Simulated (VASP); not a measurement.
# NaCl in VASP: settings compared

The runs below take NaCl through single point, with PBE, PBEsol, LDA.

Program: VASP 6.6.1. These are calculated values, not measurements. Logs are shortened: lines on timing, memory, paths and dates and some standing lists are left out, and cuts for length are marked.

### 1 The cell of the first run

Symmetry: Pm-3m, No. 221, cubic system. Conventional cell: a = 3.502 Å, b = 3.502 Å, c = 3.502 Å, α = 90.00°, β = 90.00°, γ = 90.00°. Within 4.0 Å of Na (site symmetry m-3m) lie 8 Cl at 3.03 Å and 6 Na at 3.50 Å. Cl (site symmetry m-3m) has 8 Na at 3.03 Å and 6 Cl at 3.50 Å within 4.0 Å.

### 2 Single point, PBE

Contents of INCAR:

```
SYSTEM = NaCl
  ALGO = Normal
  EDIFF = 1E-6
  ENCUT = 500
  GGA = PE
  GGA_COMPAT = .FALSE.
  ISIF = 2
  ISMEAR = 0
  ISYM = 0
  LASPH = .TRUE.
  LCHARG = .TRUE.
  LELF = .TRUE.
  LREAL = .FALSE.
  LVHAR = .TRUE.
  LWAVE = .FALSE.
  NBANDS = 14
  NELM = 120
  PREC = Accurate
  SIGMA = 0.1
```

Contents of KPOINTS:

```
Automatic mesh
0
Gamma
  1 3 2
  0.5 0.5 0.5
```

Contents of POSCAR:

```
NaCl
1.0
    3.5021900000      0.0000000000      0.0000000000
    0.0000000000      3.5021900000      0.0000000000
    0.0000000000      0.0000000000      3.5021900000
Na Cl
1 1
Direct
    0.0000000000      0.0000000000      0.0000000000
    0.5000000000      0.5000000000      0.5000000000
```

Potentials or basis: VASP PAW PBE potentials, release 64 (Na_pv, Cl).

Command:

```
> cat potpaw_PBE.64/Na_pv/POTCAR potpaw_PBE.64/Cl/POTCAR > POTCAR
> mpirun -np 1 vasp_std > vasp.out
```

OUTCAR:

```text
SYSTEM = NaCl
   EDIFF = 1E-6
   ENCUT = 500
   GGA = PE
   ISIF = 2
   ISMEAR = 0
   ISYM = 0
   LASPH = .TRUE.
   LREAL = .FALSE.
   NELM = 120
   PREC = Accurate

 ion  position               nearest neighbor table
   1  0.000  0.000  0.000-
   2  0.500  0.500  0.500-

IMPORTANT INFORMATION: All symmetrisations will be switched off!
NOSYMM: (Re-)initialisation of all symmetry stuff for point group C_1.

----------------------------------------------------------------------------------------

                                     Primitive cell

  volume of cell :      42.9555

  direct lattice vectors                    reciprocal lattice vectors
     3.502190000  0.000000000  0.000000000     0.285535622  0.000000000  0.000000000
     0.000000000  3.502190000  0.000000000     0.000000000  0.285535622  0.000000000
     0.000000000  0.000000000  3.502190000     0.000000000  0.000000000  0.285535622

  length of vectors
     3.502190000  3.502190000  3.502190000     0.285535622  0.285535622  0.285535622

  position of ions in fractional coordinates (direct lattice)
     0.000000000  0.000000000  0.000000000
     0.500000000  0.500000000  0.500000000

  ion indices of the primitive-cell ions
   primitive index   ion index
                 1           1
                 2           2

----------------------------------------------------------------------------------------

 KPOINTS: Automatic mesh

Automatic generation of k-mesh.
 Grid dimensions read from file:
 generate k-points for:    1    3    2

 Generating k-lattice:

  Cartesian coordinates                     Fractional coordinates (reciprocal lattice)
     0.285535622  0.000000000  0.000000000     1.000000000  0.000000000  0.000000000
     0.000000000  0.095178541  0.000000000     0.000000000  0.333333333  0.000000000
     0.000000000  0.000000000  0.142767811     0.000000000  0.000000000  0.500000000

  Length of vectors
     0.285535622  0.095178541  0.142767811

  Shift w.r.t. Gamma in fractional coordinates (k-lattice)
     0.500000000  0.500000000  0.500000000

 -----------------------------------------------------------------------------
|                                                                             |
|           W    W    AA    RRRRR   N    N  II  N    N   GGGG   !!!           |
|           W    W   A  A   R    R  NN   N  II  NN   N  G    G  !!!           |
|           W    W  A    A  R    R  N N  N  II  N N  N  G       !!!           |
|           W WW W  AAAAAA  RRRRR   N  N N  II  N  N N  G  GGG   !            |
|           WW  WW  A    A  R   R   N   NN  II  N   NN  G    G                |
|           W    W  A    A  R    R  N    N  II  N    N   GGGG   !!!           |
|                                                                             |
|     Your reciprocal lattice and k-lattice belong to different lattice       |
|     classes:                                                                |
|                                                                             |
|        The reciprocal lattice is simple cubic,                              |
|        whereas your k-lattice is simple orthorhombic.                       |
|                                                                             |
|     Results are often still useful ...                                      |
|                                                                             |
 -----------------------------------------------------------------------------

 WARNING: IBZKPT: internal override: KBLOWUP is changed to .FALSE.
      ... skipping the blow-up phase ...

 Subroutine IBZKPT returns following result:
 ===========================================

 Found      3 irreducible k-points:

 Following reciprocal coordinates:
            Coordinates               Weight
  0.500000  0.166667  0.250000      2.000000
  0.500000  0.500000  0.250000      2.000000
  0.500000 -0.166667  0.250000      2.000000
   k-points           NKPTS =      3   k-points in BZ     NKDIM =      3   number of bands    NBANDS=     14
   number of dos      NEDOS =    301   number of ions     NIONS =      2
   total plane-waves  NPLWV =  21952
   dimension x,y,z NGX =    28 NGY =   28 NGZ =   28
   dimension x,y,z NGXF=    56 NGYF=   56 NGZF=   56
   ions per type =               1   1
   NGX,Y,Z   is equivalent  to a cutoff of  13.29, 13.29, 13.29 a.u.
   NGXF,Y,Z  is equivalent  to a cutoff of  26.58, 26.58, 26.58 a.u.
 SYSTEM =  NaCl
   PREC   = accura    normal or accurate (medium, high low for compatibility)
   ISTART =      0    job   : 0-new  1-cont  2-samecut
   ICHARG =      2    charge: 1-file 2-atom 10-const
   ISPIN  =      1    spin polarized calculation?
   LNONCOLLINEAR =      F non collinear calculations
   LSORBIT =      F    spin-orbit coupling
   LASPH  =      T    aspherical Exc in radial PAW
   ENCUT  =  500.0 eV  36.75 Ry    6.06 a.u.   6.39  6.39  6.39*2*pi/ulx,y,z
   NELM   =    120;   NELMIN=  2; NELMDL= -5     # of ELM steps
   EDIFF  = 0.1E-05   stopping-criterion for ELM
   LREAL  =      F    real-space projection
   EDIFFG = 0.1E-04   stopping-criterion for IOM
   NSW    =      0    number of steps for IOM
   IBRION =     -1    ionic relax: 0-MD 1-quasi-New 2-CG
   NFREE  =      0    steps in history (QN), initial steepest desc. (CG)
   ISIF   =      2    stress and relaxation
   ISYM   =      0    0-nonsym 1-usesym 2-fastsym
   POTIM  = 0.5000    time-step for ionic-motion
   TEBEG  =    0.0;   TEEND  =   0.0 temperature during run
   PSTRESS=    0.0 pullay stress
   NELECT =      14.0000    total number of electrons
   NUPDOWN=      -1.0000    fix difference up-down
   EMIN   =  10.00;   EMAX   =-10.00  energy-range for DOS
   EFERMI =   0.00;   METHOD = LEGACY
   ISMEAR =     0;   SIGMA  =   0.10  broadening in eV -4-tet -1-fermi 0-gaus
   EFERMI_NEDOS =   21; number of points for ismear=-14 and -15
   IALGO  =     38    algorithm
   IMIX   =      4    mixing-type and parameters
     AMIX     =   0.40;   BMIX     =  1.00
     AMIX_MAG =   1.60;   BMIX_MAG =  1.00
  volume/ion in A,a.u.               =      21.48       144.94
  Fermi-wavevector in a.u.,A,eV,Ry     =   1.126621  2.129005 17.269530  1.269275
  Thomas-Fermi vector in A             =   2.263304
   LORBIT       =      0    0 simple, 1 ext, 2 COOP (PROOUT), +10 PAW based schemes
   GGA     = PE    functional components
   LHFCALC =     F    Hartree Fock is set to
   AEXX    =    0.0000 exact exchange contribution
   IVDW    =     0    specifies the selected vdW correction
   LEPSILON=     F    determine dielectric tensor
   LRPA    =     F    only Hartree local field effects (RPA)
 non-spin polarized calculation
 Gauss-broadening in eV      SIGMA  =   0.10
  energy-cutoff  :      500.00
  volume of cell :       42.96
 maximum number of plane-waves:      1094
 NGX is ok and might be reduce to    24
   NGX = 13   NGY = 13   NGZ = 13

 number of electron      13.9999982 magnetization

 Free energy of the ion-electron system (eV)
  ---------------------------------------------------
  ext. energy  EPLUGINS =         0.00000000
  ---------------------------------------------------
  free energy    TOTEN  =        -7.42719259 eV

  energy without entropy =       -7.42719259  energy(sigma->0) =       -7.42719259

 E-fermi :   0.1555     XC(G=0):  -8.4454

 val. band max:       -0.3169888885   @ k =   0.5000  -0.1667   0.2500
 cond. band min:       6.6321552761   @ k =   0.5000   0.5000   0.2500
 fundamental gap:      6.9491441646
 Fermi energy:         0.1555479837

 k-point     1 :       0.5000    0.1667    0.2500
  band No.  band energies     occupation
      1     -21.7747      2.00000
      2     -21.7626      2.00000
      3     -21.7472      2.00000
      4     -12.5099      2.00000
      5      -2.2305      2.00000
      6      -0.9083      2.00000
      7      -0.3170      2.00000
      8       7.4742      0.00000
      9       9.1939      0.00000
     10       9.5576      0.00000
     11      12.3126      0.00000
     12      13.2298      0.00000
     13      13.9425      0.00000
     14      17.4477      0.00000

 k-point     2 :       0.5000    0.5000    0.2500
  band No.  band energies     occupation
      1     -21.7725      2.00000
      2     -21.7695      2.00000
      3     -21.7593      2.00000
      4     -12.3090      2.00000
      5      -1.8128      2.00000
      6      -1.6694      2.00000
      7      -0.6271      2.00000
      8       6.6322      0.00000
      9       8.8809      0.00000
     10       8.8958      0.00000
     11      12.7401      0.00000
     12      14.3032      0.00000
     13      15.2165      0.00000
     14      15.3547      0.00000

 k-point     3 :       0.5000   -0.1667    0.2500
  band No.  band energies     occupation
      1     -21.7747      2.00000
      2     -21.7626      2.00000
      3     -21.7472      2.00000
      4     -12.5099      2.00000
      5      -2.2305      2.00000
      6      -0.9083      2.00000
      7      -0.3170      2.00000
      8       7.4742      0.00000
      9       9.1939      0.00000
     10       9.5576      0.00000
     11      12.3126      0.00000
     12      13.2298      0.00000
     13      13.9425      0.00000
     14      17.4477      0.00000

------------------------ aborting loop because EDIFF is reached ----------------------------------------

  FORCE on cell =-STRESS in cart. coord.  units (eV):
  Direction    XX          YY          ZZ          XY          YZ          ZX
  --------------------------------------------------------------------------------------
  -------------------------------------------------------------------------------------
  Total       -1.7963639     -0.7109752     -1.5325882      0.0000003     -0.0000004     -0.0000005
  in kB      -67.0016937    -26.5183162    -57.1632552      0.0000101     -0.0000140     -0.0000171
  external PRESSURE =     -50.2277550 kB  Pullay stress =       0.0000000 kB

 VOLUME and BASIS-vectors are now :
 -----------------------------------------------------------------------------
  energy-cutoff  :      500.00
  volume of cell :       42.96
      direct lattice vectors                 reciprocal lattice vectors
     3.502190000  0.000000000  0.000000000     0.285535622  0.000000000  0.000000000
     0.000000000  3.502190000  0.000000000     0.000000000  0.285535622  0.000000000
     0.000000000  0.000000000  3.502190000     0.000000000  0.000000000  0.285535622

 POSITION                                       TOTAL-FORCE (eV/Angst)
 -----------------------------------------------------------------------------------
      0.00000      0.00000      0.00000         0.000001      0.000003     -0.000004
      1.75110      1.75110      1.75110        -0.000001     -0.000003      0.000004
 -----------------------------------------------------------------------------------
    total drift:                               -0.000001     -0.000005      0.000013

  FREE ENERGIE OF THE ION-ELECTRON SYSTEM (eV)
  ---------------------------------------------------
  free  energy   TOTEN  =        -7.4271925943 eV

  energy  without entropy=       -7.4271925942  energy(sigma->0) =       -7.42719259
```

Run time: 2.2 s. Hardware: 1 thread of Intel Xeon Platinum 8481C at 2.70GHz (Sapphire Rapids), shared host; peak memory 0.14 GiB.

The run converged, but its numbers aren't listed here, since they failed a check.

Caveat: the k points lie up to 1.79 Å⁻¹ apart.

### 3 Single point, PBE

Contents of INCAR:

```
  PREC = Accurate
  ENCUT = 500
  EDIFF = 1E-6
  ISMEAR = -1
  SIGMA = 0.005
  LREAL = F
  LASPH = T
  NELM = 120
  ALGO = Normal
  ISIF = 2
  LWAVE = F
  LCHARG = F
  GGA = PE
  NBANDS = 14
  GGA_COMPAT = F
```

Contents of KPOINTS:

```
regular mesh
0
Gamma
  2 2 2
```

POSCAR is that of step 2.

Potentials or basis: VASP PAW PBE potentials, release 64 (Na_pv, Cl).

Command:

```
> cat potpaw_PBE.64/Na_pv/POTCAR potpaw_PBE.64/Cl/POTCAR > POTCAR
> mpirun -np 1 vasp_std > vasp.out
```

OUTCAR:

```text
PREC = Accurate
   ENCUT = 500
   EDIFF = 1E-6
   ISMEAR = -1
   LREAL = F
   LASPH = T
   NELM = 120
   ISIF = 2
   GGA = PE

 ion  position               nearest neighbor table
   1  0.000  0.000  0.000-
   2  0.500  0.500  0.500-

  LATTYP: Found a simple cubic cell.
 ALAT       =     3.5021900000

  Lattice vectors:

 A1 = (   3.5021900000,   0.0000000000,   0.0000000000)
 A2 = (   0.0000000000,   3.5021900000,   0.0000000000)
 A3 = (   0.0000000000,   0.0000000000,   3.5021900000)

Analysis of symmetry for initial positions (statically):
=====================================================================
 Subroutine PRICEL returns:
 Original cell was already a primitive cell.

 Routine SETGRP: Setting up the symmetry group for a
 simple cubic supercell.

 Subroutine GETGRP returns: Found 48 space group operations
 (whereof 48 operations were pure point group operations)
 out of a pool of 48 trial point group operations.

The static configuration has the point symmetry O_h .

[... 147 lines left out ...]
  band No.  band energies     occupation
      1     -21.7993      2.00000
      2     -21.7993      2.00000
      3     -21.7993      2.00000
      4     -12.6524      2.00000
      5       0.1982      2.00000
      6       0.1982      2.00000
      7       0.1982      2.00000
      8       4.5011      0.00000
      9       9.1323      0.00000
     10       9.1323      0.00000
     11      16.1727      0.00000
     12      16.1727      0.00000
     13      16.1734      0.00000
     14      16.4655      0.00000
[... 37 lines left out ...]
      1     -21.8253      2.00000
      2     -21.8253      2.00000
      3     -21.8253      2.00000
      4     -11.7324      2.00000
      5      -1.1788      2.00000
      6      -1.1788      2.00000
      7      -1.1788      2.00000
      8       7.6219      0.00000
      9       7.6219      0.00000
     10       7.6219      0.00000
     11      12.0382      0.00000
     12      16.4823      0.00000
     13      16.4823      0.00000
     14      16.4823      0.00000

------------------------ aborting loop because EDIFF is reached ----------------------------------------

  FORCE on cell =-STRESS in cart. coord.  units (eV):
  Direction    XX          YY          ZZ          XY          YZ          ZX
  --------------------------------------------------------------------------------------
  -------------------------------------------------------------------------------------
  Total        1.0183704      1.0183704      1.0183704     -0.0000000     -0.0000000      0.0000000
  in kB       37.9836984     37.9836984     37.9836984     -0.0000000     -0.0000000      0.0000000
  external PRESSURE =      37.9836984 kB  Pullay stress =       0.0000000 kB

 VOLUME and BASIS-vectors are now :
 -----------------------------------------------------------------------------
  energy-cutoff  :      500.00
  volume of cell :       42.96
      direct lattice vectors                 reciprocal lattice vectors
     3.502190000  0.000000000  0.000000000     0.285535622  0.000000000  0.000000000
     0.000000000  3.502190000  0.000000000     0.000000000  0.285535622  0.000000000
     0.000000000  0.000000000  3.502190000     0.000000000  0.000000000  0.285535622

 POSITION                                       TOTAL-FORCE (eV/Angst)
 -----------------------------------------------------------------------------------
      0.00000      0.00000      0.00000         0.000000      0.000000      0.000000
      1.75110      1.75110      1.75110         0.000000      0.000000      0.000000
 -----------------------------------------------------------------------------------
    total drift:                               -0.000000      0.000000      0.000000

  FREE ENERGIE OF THE ION-ELECTRON SYSTEM (eV)
  ---------------------------------------------------
  free  energy   TOTEN  =        -5.9727217309 eV

  energy  without entropy=       -5.9727217309  energy(sigma->0) =       -5.97272173
```

OSZICAR:

```text
N       E                     dE             d eps       ncg     rms          rms(c)
DAV:   1     0.101643899986E+03    0.10164E+03   -0.72124E+03   112   0.983E+02
DAV:   2     0.160797951463E+01   -0.10004E+03   -0.90162E+02   132   0.274E+02
DAV:   3    -0.622980383268E+01   -0.78378E+01   -0.77966E+01   130   0.681E+01
DAV:   4    -0.634478628833E+01   -0.11498E+00   -0.11471E+00   142   0.892E+00
DAV:   5    -0.634762289171E+01   -0.28366E-02   -0.28363E-02   154   0.139E+00    0.249E+00
DAV:   6    -0.601897473014E+01    0.32865E+00   -0.36177E-01   144   0.390E+00    0.183E+00
DAV:   7    -0.597087034750E+01    0.48104E-01   -0.13667E-01   166   0.227E+00    0.134E+00
DAV:   8    -0.597282000017E+01   -0.19497E-02   -0.15610E-02   112   0.106E+00    0.432E-01
DAV:   9    -0.597256772036E+01    0.25228E-03   -0.53909E-04   148   0.175E-01    0.202E-01
DAV:  10    -0.597272928108E+01   -0.16156E-03   -0.36397E-04   112   0.133E-01    0.579E-02
DAV:  11    -0.597272231900E+01    0.69621E-05   -0.11334E-05   148   0.330E-02    0.218E-02
DAV:  12    -0.597272173088E+01    0.58812E-06   -0.28542E-06   118   0.139E-02
   1 F= -.59727217E+01 E0= -.59727217E+01  d E =0.000000E+00
```

stdout:

```text
POSCAR found type information on POSCAR NaCl
 POSCAR found :  2 types and       2 ions
 scaLAPACK will be used
 LDA part: xc-table for (Slater+PW92), standard interpolation
 POSCAR, INCAR and KPOINTS ok, starting setup
 FFT: planning ... GRIDC
 FFT: planning ... GRID_SOFT
 FFT: planning ... GRID
 WAVECAR not read
 entering main loop
```

Run time: 2.1 s. Hardware: 1 thread of Intel Xeon Platinum 8481C at 2.70GHz (Sapphire Rapids), shared host; peak memory 0.14 GiB.

Results:

* Free energy: -5.9727 eV
* Pressure: 3.8 GPa
* Band gap on the k mesh: 3.79 eV, indirect (least direct gap 4.30 eV)

Levels at points of the mesh, in eV from the valence-band top:
| k point | band 3 | band 4 | band 5 | band 6 | band 7 | band 8 | band 9 | band 10 | band 11 | band 12 |
| --- | --- | --- | --- | --- | --- | --- | --- | --- | --- | --- |
| (0.00, 0.00, 0.00) | -22.51 | -13.36 | -0.51 | -0.51 | -0.51 | 3.79 | 8.43 | 8.43 | 15.47 | 15.47 |
| (0.50, 0.00, 0.00) | -22.50 | -12.99 | -3.02 | -0.27 | -0.27 | 6.76 | 8.41 | 10.39 | 11.64 | 11.64 |
| (0.50, 0.50, 0.00) | -22.50 | -12.72 | -2.32 | -2.32 | 0.00 | 5.31 | 9.74 | 10.88 | 10.88 | 12.42 |
| (0.50, 0.50, 0.50) | -22.53 | -12.44 | -1.89 | -1.89 | -1.89 | 6.92 | 6.92 | 6.92 | 11.33 | 15.78 |

Caveat: the k points lie up to 0.90 Å⁻¹ apart. A k mesh can miss the band edges.

(Continued in part 2 of 2.)
